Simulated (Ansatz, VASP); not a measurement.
**Ga in VASP and in Ansatz**

```
Ga
1.0
     1.44014   -4.39179    0.02585
     1.44014    4.39179    0.02585
    -0.06007    0.00000    3.36140
Ga
2
Direct
  0.86771 0.13229 0.25000
  0.13229 0.86771 0.75000
```

Alike in both runs: task single point; functional revPBE; k mesh 13 × 13 × 11; occupations fermi-dirac, width 0.1 eV; no spin polarisation.

|  | VASP | Ansatz |
| --- | --- | --- |
| version | VASP 6.6.1 | Ansatz 0.2.0 |
| potentials or method | VASP PAW PBE potentials, release 64 (Ga_d), cutoff 520 eV | plane waves (420 eV) with PAW, scalar-relativistic |
| valence electrons in the cell | 26 | 26 |

```csv
,VASP,Ansatz,Ansatz less VASP
pressure (GPa),-2.4,-2.6,-0.15
"traceless stress, the component that is largest in VASP (GPa)",0.73,0.71,-0.016
```

VASP's potentials were made for PBE, not for revPBE. The functional is the same, so the differences come from potentials, cutoffs and numerics.
